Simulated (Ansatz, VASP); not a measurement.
# AlNi3 in VASP and in Ansatz

INCAR

```
SYSTEM = AlNi3
PREC = Accurate ; ENCUT = 520
EDIFF = 1E-6 ; ISMEAR = 0
SIGMA = 0.15 ; LREAL = .FALSE.
LASPH = .TRUE. ; NELM = 100
ALGO = Fast ; ISIF = 2
LWAVE = .FALSE. ; LCHARG = .FALSE.
GGA = PS ; NBANDS = 24
```

Contents of KPOINTS:

```
regular mesh
0
G
  14 14 14
  0 0 0
```

Contents of POSCAR:

```
AlNi3
1.0
    0.0000000000      2.7984078565      2.7984078565
    2.7984078565      0.0000000000      2.7984078565
    2.7984078565      2.7984078565      0.0000000000
Al Ni
1 3
Direct
    0.5000000000      0.5000000000      0.5000000000
    0.2500000000      0.2500000000      0.2500000000
    0.0643222894      0.0643222894     -0.0643222894
    0.7500000000      0.7500000000      0.7500000000
```

Input for Ansatz:

```yaml
crystal:
  lattice:
    - [0.0, 2.7984078565, 2.7984078565]
    - [2.7984078565, 0.0, 2.7984078565]
    - [2.7984078565, 2.7984078565, 0.0]
  atoms:
    - { symbol: Al, position: [0.5, 0.5, 0.5] }
    - { symbol: Ni, position: [0.25, 0.25, 0.25] }
    - { symbol: Ni, position: [0.0643222894, 0.0643222894, -0.0643222894] }
    - { symbol: Ni, position: [0.75, 0.75, 0.75] }
basis:
  ecutwfc: 420
kpoints:
  mp_grid: { grid: [14, 14, 14] }
hamiltonian:
  xc: pbesol
scf:
  occupations: { method: gaussian, width: 0.15 }
output:
  forces: true
  stress: true
  eigenvalues: true
```

Alike in both runs: task single point; functional PBEsol; k mesh 14 × 14 × 14; occupations gaussian, width 0.15 eV; no spin polarisation.

|  | VASP | Ansatz |
| --- | --- | --- |
| version | VASP 6.6.1 | Ansatz 0.2.0 |
| potentials or method | VASP PAW PBE potentials, release 64 (Al, Ni), cutoff 520 eV | scalar-relativistic, plane waves, PAW |
| valence electrons in the cell | 33 | 57 |

```csv
,VASP,Ansatz,Ansatz less VASP
gap on the k mesh at the Fermi level (eV),none,none,-
pressure (GPa),7.9,8.1,+0.16
"traceless stress, the component that is largest in VASP (GPa)",-2.40,-2.46,-0.064
rms of the force components (eV/Å),1.192,1.201,+0.0085
```

VASP's potentials were made for PBE, not for PBEsol. Atom by atom the forces differ by 0.009 eV/Å (rms over components). A gap of «none» marks a metal or a gap that the smearing closes. VASP's potentials hold 33 valence electrons a cell and Ansatz's 57, so a difference there can come from the potentials and not from the codes.
